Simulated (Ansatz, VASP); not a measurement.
# Two plane-wave programs on MgO2

```xyz
3
Lattice="1.5521 0.8961 3.4574 -1.5521 0.8961 3.4574 0.0000 -1.7923 3.4574" Properties=species:S:1:pos:R:3 pbc="T T T"
Mg    0.0000    0.0000    0.0000
O     0.0000    0.0000    4.4511
O     0.0000    0.0000    5.9210
```

Change from the starting cell: strain -0.0200 x Voigt [1, 1, 0, 0, 0, 0], atoms carried along.

Alike in both runs: task single point; functional PBEsol; k mesh 12 × 12 × 12; occupations gaussian, width 0.05 eV; no spin polarisation.

```csv
,VASP,Ansatz
version,VASP 6.6.1,Ansatz 0.2.0
potentials or method,"VASP PAW PBE potentials, release 64 (Mg, O), cutoff 520 eV","scalar-relativistic, plane waves, PAW"
valence electrons in the cell,14,22
```

|  | VASP | Ansatz | Ansatz less VASP |
| --- | --- | --- | --- |
| gap on the k mesh at the Fermi level (eV) | 2.39 | 2.42 | +0.029 |
| least direct gap on the mesh (eV) | 2.39 | 2.42 | +0.029 |
| pressure (GPa) | 4.8 | 4.9 | +0.05 |
| traceless stress, the component that is largest in VASP (GPa) | -2.42 | -3.61 | -1.191 |
| rms of the force components (eV/Å) | 0.043 | 0.137 | +0.0939 |

VASP's potentials were made for PBE, not for PBEsol. Atom by atom the forces differ by 0.094 eV/Å (rms over components). VASP's potentials hold 14 valence electrons a cell and Ansatz's 22, so a difference there can come from the potentials and not from the codes.
